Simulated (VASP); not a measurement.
# GaO3 (Im-3m) in VASP: notebook

GaO3 is run at these levels: PBE; tasks: single point, relaxation of cell and atoms.

All numbers are computed with VASP 6.6.1; they aren't measurements. Logs are shortened: lines on timing, memory, paths and dates and some standing lists are left out, and cuts for length are marked.

## Step 1: The cell of the first run

The structure is cubic, space group Im-3m (No. 229). Conventional cell: a = 4.151 Å, b = 4.151 Å, c = 4.151 Å, α = 90.00°, β = 90.00°, γ = 90.00°. Within 2.7 Å of Ga (site symmetry m-3m) lie 6 O at 2.08 Å. O (site symmetry 4/mmm) has 2 Ga at 2.08 Å and 4 O at 2.08 Å within 2.7 Å.

## Step 2: Single point, PBE, collinear spin, ferromagnetic start

Contents of INCAR:

```
  PREC = Accurate
  ENCUT = 520
  EDIFF = 1E-6
  ISMEAR = 0
  SIGMA = 0.1
  LREAL = False
  LASPH = True
  NELM = 150
  ALGO = Normal
  ISIF = 2
  LWAVE = False
  LCHARG = False
  ISPIN = 2
  MAGMOM = 0 1 1 1
  LORBIT = 11
  GGA = PE
  NBANDS = 28
```

Contents of KPOINTS:

```
Automatic mesh
0
Gamma
  6 6 6
```

Contents of POSCAR:

```
GaO3
1.0
   -2.0756032194      2.0756032194      2.0756032194
    2.0756032194     -2.0756032194      2.0756032194
    2.0756032194      2.0756032194     -2.0756032194
Ga O
1 3
Direct
    0.0000000000      0.0000000000      0.0000000000
    0.0000000000      0.5000000000      0.5000000000
    0.5000000000      0.0000000000      0.5000000000
    0.5000000000      0.5000000000      0.0000000000
```

Potentials or basis: VASP PAW PBE potentials, release 64 (Ga_d, O).

Started as:

```sh
> cat potpaw_PBE.64/Ga_d/POTCAR potpaw_PBE.64/O/POTCAR > POTCAR
> mpirun -np 1 vasp_std > vasp.out
```

OUTCAR:

```text
PREC = Accurate
   ENCUT = 520
   EDIFF = 1E-6
   ISMEAR = 0
   LREAL = False
   LASPH = True
   NELM = 150
   ISIF = 2
   ISPIN = 2
   LORBIT = 11
   GGA = PE

 ion  position               nearest neighbor table
   1  0.000  0.000  0.000-   2 2.08   3 2.08   4 2.08   2 2.08   3 2.08   4 2.08
   2  0.000  0.500  0.500-   1 2.08   1 2.08
   3  0.500  0.000  0.500-   1 2.08   1 2.08
   4  0.500  0.500  0.000-   1 2.08   1 2.08

  LATTYP: Found a body centered cubic cell.
 ALAT       =     4.1512064388

  Lattice vectors:

 A1 = (  -2.0756032194,   2.0756032194,   2.0756032194)
 A2 = (   2.0756032194,  -2.0756032194,   2.0756032194)
 A3 = (   2.0756032194,   2.0756032194,  -2.0756032194)

Analysis of symmetry for initial positions (statically):
=====================================================================
 Subroutine PRICEL returns:
 Original cell was already a primitive cell.

 Routine SETGRP: Setting up the symmetry group for a
 body centered cubic supercell.

 Subroutine GETGRP returns: Found 48 space group operations
 (whereof 48 operations were pure point group operations)
 out of a pool of 48 trial point group operations.

The static configuration has the point symmetry O_h .

Analysis of symmetry for dynamics (positions and initial velocities):
=====================================================================
 Subroutine PRICEL returns:
 Original cell was already a primitive cell.

 Routine SETGRP: Setting up the symmetry group for a
 body centered cubic supercell.

 Subroutine GETGRP returns: Found 48 space group operations
 (whereof 48 operations were pure point group operations)
 out of a pool of 48 trial point group operations.

The dynamic configuration has the point symmetry O_h .

Analysis of structural, dynamic, and magnetic symmetry:
=====================================================================
 Subroutine PRICEL returns:
 Original cell was already a primitive cell.

 Routine SETGRP: Setting up the symmetry group for a
 body centered cubic supercell.

 Subroutine GETGRP returns: Found 48 space group operations
 (whereof 48 operations were pure point group operations)
 out of a pool of 48 trial point group operations.

The overall configuration has the point symmetry O_h .

 Subroutine INISYM returns: Found 48 space group operations
 (whereof 48 operations are pure point group operations),
 and found     1 'primitive' translations

----------------------------------------------------------------------------------------

                                     Primitive cell

  volume of cell :      35.7679

  direct lattice vectors                    reciprocal lattice vectors
    -2.075603219  2.075603219  2.075603219     0.000000000  0.240893826  0.240893826
     2.075603219 -2.075603219  2.075603219     0.240893826  0.000000000  0.240893826
     2.075603219  2.075603219 -2.075603219     0.240893826  0.240893826  0.000000000

  length of vectors
     3.595050232  3.595050232  3.595050232     0.340675315  0.340675315  0.340675315

  position of ions in fractional coordinates (direct lattice)
     0.000000000  0.000000000  0.000000000
     0.000000000  0.500000000  0.500000000
     0.500000000  0.000000000  0.500000000
     0.500000000  0.500000000  0.000000000

  ion indices of the primitive-cell ions
   primitive index   ion index
                 1           1
                 2           2
                 3           3
                 4           4

----------------------------------------------------------------------------------------

 KPOINTS: Automatic mesh

Automatic generation of k-mesh.
 Grid dimensions read from file:
 generate k-points for:    6    6    6

 Generating k-lattice:

  Cartesian coordinates                     Fractional coordinates (reciprocal lattice)
     0.000000000  0.040148971  0.040148971     0.166666667  0.000000000  0.000000000
     0.040148971  0.000000000  0.040148971     0.000000000  0.166666667  0.000000000
     0.040148971  0.040148971  0.000000000     0.000000000  0.000000000  0.166666667

  Length of vectors
     0.056779219  0.056779219  0.056779219

  Shift w.r.t. Gamma in fractional coordinates (k-lattice)
     0.000000000  0.000000000  0.000000000

 Subroutine IBZKPT returns following result:
 ===========================================

 Found     16 irreducible k-points:

 Following reciprocal coordinates:
            Coordinates               Weight
  0.000000  0.000000  0.000000      1.000000
  0.166667  0.000000  0.000000     12.000000
  0.333333  0.000000  0.000000     12.000000
  0.500000  0.000000  0.000000      6.000000
  0.166667  0.166667  0.000000     24.000000
  0.333333  0.166667 -0.000000     48.000000
[... 8 lines left out ...]
  0.500000  0.500000  0.333333     12.000000
  0.500000  0.500000  0.500000      1.000000
   k-points           NKPTS =     16   k-points in BZ     NKDIM =     16   number of bands    NBANDS=     28
   number of dos      NEDOS =    301   number of ions     NIONS =      4
   total plane-waves  NPLWV =  21952
   dimension x,y,z NGX =    28 NGY =   28 NGZ =   28
   dimension x,y,z NGXF=    56 NGYF=   56 NGZF=   56
   ions per type =               1   3
   NGX,Y,Z   is equivalent  to a cutoff of  12.95, 12.95, 12.95 a.u.
   NGXF,Y,Z  is equivalent  to a cutoff of  25.90, 25.90, 25.90 a.u.
 SYSTEM =  unknown system
   PREC   = accura    normal or accurate (medium, high low for compatibility)
   ISTART =      0    job   : 0-new  1-cont  2-samecut
   ICHARG =      2    charge: 1-file 2-atom 10-const
   ISPIN  =      2    spin polarized calculation?
   LNONCOLLINEAR =      F non collinear calculations
   LSORBIT =      F    spin-orbit coupling
   LASPH  =      T    aspherical Exc in radial PAW
   ENCUT  =  520.0 eV  38.22 Ry    6.18 a.u.   6.68  6.68  6.68*2*pi/ulx,y,z
   NELM   =    150;   NELMIN=  2; NELMDL= -5     # of ELM steps
   EDIFF  = 0.1E-05   stopping-criterion for ELM
   LREAL  =      F    real-space projection
   EDIFFG = 0.1E-04   stopping-criterion for IOM
   NSW    =      0    number of steps for IOM
   IBRION =     -1    ionic relax: 0-MD 1-quasi-New 2-CG
   NFREE  =      0    steps in history (QN), initial steepest desc. (CG)
   ISIF   =      2    stress and relaxation
   ISYM   =      2    0-nonsym 1-usesym 2-fastsym
   POTIM  = 0.5000    time-step for ionic-motion
   TEBEG  =    0.0;   TEEND  =   0.0 temperature during run
   PSTRESS=    0.0 pullay stress
   NELECT =      31.0000    total number of electrons
   NUPDOWN=      -1.0000    fix difference up-down
   EMIN   =  10.00;   EMAX   =-10.00  energy-range for DOS
   EFERMI =   0.00;   METHOD = LEGACY
   ISMEAR =     0;   SIGMA  =   0.10  broadening in eV -4-tet -1-fermi 0-gaus
   EFERMI_NEDOS =   21; number of points for ismear=-14 and -15
   IALGO  =     38    algorithm
   IMIX   =      4    mixing-type and parameters
     AMIX     =   0.40;   BMIX     =  1.00
     AMIX_MAG =   1.60;   BMIX_MAG =  1.00
  volume/ion in A,a.u.               =       8.94        60.34
  Fermi-wavevector in a.u.,A,eV,Ry     =   1.560862  2.949601 33.147723  2.436289
  Thomas-Fermi vector in A             =   2.664011
   LORBIT       =     11    0 simple, 1 ext, 2 COOP (PROOUT), +10 PAW based schemes
   GGA     = PE    functional components
   LHFCALC =     F    Hartree Fock is set to
   AEXX    =    0.0000 exact exchange contribution
   IVDW    =     0    specifies the selected vdW correction
   LEPSILON=     F    determine dielectric tensor
   LRPA    =     F    only Hartree local field effects (RPA)
 spin polarized calculation
 Gauss-broadening in eV      SIGMA  =   0.10
  energy-cutoff  :      520.00
  volume of cell :       35.77
 maximum number of plane-waves:       978
   NGX = 13   NGY = 13   NGZ = 13

 number of electron      30.9999970 magnetization      -0.0009359

 number of electron      30.9999970 magnetization       0.0000710

 Free energy of the ion-electron system (eV)
  ---------------------------------------------------
  ext. energy  EPLUGINS =         0.00000000
  ---------------------------------------------------
  free energy    TOTEN  =       -18.26310115 eV

  energy without entropy =      -18.26155090  energy(sigma->0) =      -18.26232603

 E-fermi :   5.2701     XC(G=0): -12.2828

 val. band max:        5.1510069138   @ k =  -0.3333   0.3333   0.3333
 cond. band min:       5.7638841437   @ k =   0.5000   0.5000   0.5000
 fundamental gap:      0.6128772299
 Fermi energy:         5.2700831528

 spin component 1

 k-point     1 :       0.0000    0.0000    0.0000
  band No.  band energies     occupation
      1     -15.8705      1.00000
      2     -11.5339      1.00000
      3     -11.5339      1.00000
      4      -9.2334      1.00000
      5      -9.2334      1.00000
      6      -9.2334      1.00000
[... 19 lines left out ...]
     26      29.2600      0.00000
     27      29.2600      0.00000
[... 426 lines left out ...]
      4      -9.1781      1.00000
      5      -9.1781      1.00000
      6      -9.1781      1.00000
[... 19 lines left out ...]
     26      26.5813      0.00000
     27      26.5813      0.00000
 Fermi energy:         5.2700831528

 spin component 2

 k-point     1 :       0.0000    0.0000    0.0000
  band No.  band energies     occupation
      1     -15.8705      1.00000
      2     -11.5338      1.00000
      3     -11.5338      1.00000
      4      -9.2335      1.00000
      5      -9.2335      1.00000
      6      -9.2335      1.00000
[... 19 lines left out ...]
     26      29.2600      0.00000
     27      29.2600      0.00000
[... 426 lines left out ...]
      4      -9.1781      1.00000
      5      -9.1781      1.00000
      6      -9.1781      1.00000
[... 19 lines left out ...]
     26      26.5812      0.00000
     27      26.5812      0.00000
 [bands above 27 left out]

------------------------ aborting loop because EDIFF is reached ----------------------------------------

  FORCE on cell =-STRESS in cart. coord.  units (eV):
  Direction    XX          YY          ZZ          XY          YZ          ZX
  --------------------------------------------------------------------------------------
  -------------------------------------------------------------------------------------
  Total        0.0992071      0.0992071      0.0992071      0.0000000     -0.0000000      0.0000000
  in kB        4.4438576      4.4438576      4.4438576      0.0000000     -0.0000000      0.0000000
  external PRESSURE =       4.4438576 kB  Pullay stress =       0.0000000 kB

 VOLUME and BASIS-vectors are now :
 -----------------------------------------------------------------------------
  energy-cutoff  :      520.00
  volume of cell :       35.77
      direct lattice vectors                 reciprocal lattice vectors
    -2.075603219  2.075603219  2.075603219     0.000000000  0.240893826  0.240893826
     2.075603219 -2.075603219  2.075603219     0.240893826  0.000000000  0.240893826
     2.075603219  2.075603219 -2.075603219     0.240893826  0.240893826  0.000000000

 POSITION                                       TOTAL-FORCE (eV/Angst)
 -----------------------------------------------------------------------------------
      0.00000      0.00000      0.00000        -0.000000      0.000000     -0.000000
      2.07560      0.00000      0.00000        -0.000000      0.000000     -0.000000
      0.00000      2.07560      0.00000         0.000000     -0.000000      0.000000
      0.00000      0.00000      2.07560         0.000000      0.000000      0.000000
 -----------------------------------------------------------------------------------
    total drift:                                0.000000      0.000000     -0.000000

  FREE ENERGIE OF THE ION-ELECTRON SYSTEM (eV)
  ---------------------------------------------------
  free  energy   TOTEN  =       -18.2631011509 eV

  energy  without entropy=      -18.2615509005  energy(sigma->0) =      -18.26232603

 total charge

# of ion       s       p       d       tot
------------------------------------------
    1        0.636   0.568  10.151  11.355
    2        1.619   3.206   0.000   4.825
    3        1.619   3.206   0.000   4.825
    4        1.619   3.206   0.000   4.825
--------------------------------------------------
tot          5.494  10.186  10.151  25.830

 magnetization (x)

# of ion       s       p       d       tot
------------------------------------------
    1        0.000  -0.000  -0.000  -0.000
    2       -0.000   0.000   0.000   0.000
    3       -0.000   0.000   0.000   0.000
    4       -0.000   0.000   0.000   0.000
--------------------------------------------------
tot         -0.000   0.000  -0.000   0.000
```

Wall time 96 s (1 thread of AMD EPYC, shared host); peak memory 0.15 GiB.

What came out:

| Item | Value |
| --- | --- |
| Free energy | -18.2631 eV |
| Pressure | 0.4 GPa |
| Net moment | 0.00 μB per cell |
| Valence electrons inside the program's atomic spheres | Ga 11.36; O 4.83 |

Levels at points of the mesh, in eV from the Fermi level:
Spin up:
| k point | band 12 | band 13 | band 14 | band 15 | band 16 | band 17 | band 18 | band 19 |
| --- | --- | --- | --- | --- | --- | --- | --- | --- |
| (0.00, 0.00, 0.00) | -4.38 | -4.38 | -4.38 | -0.31 | 1.56 | 1.56 | 1.56 | 10.34 |
| (0.50, 0.00, 0.00) | -2.85 | -2.45 | -2.09 | -2.01 | -1.30 | 1.69 | 5.35 | 7.30 |
| (0.50, 0.50, 0.50) | -2.85 | -2.85 | -2.85 | 0.49 | 1.75 | 1.75 | 1.75 | 11.39 |
Spin down:
```tsv
k point	band 12	band 13	band 14	band 15	band 16	band 17	band 18	band 19
(0.00, 0.00, 0.00)	-4.38	-4.38	-4.38	-0.31	1.56	1.56	1.56	10.34
(0.50, 0.00, 0.00)	-2.85	-2.45	-2.09	-2.01	-1.30	1.69	5.35	7.30
(0.50, 0.50, 0.50)	-2.85	-2.85	-2.85	0.49	1.75	1.75	1.75	11.39
```

(Part 1 of 3 ends here.)
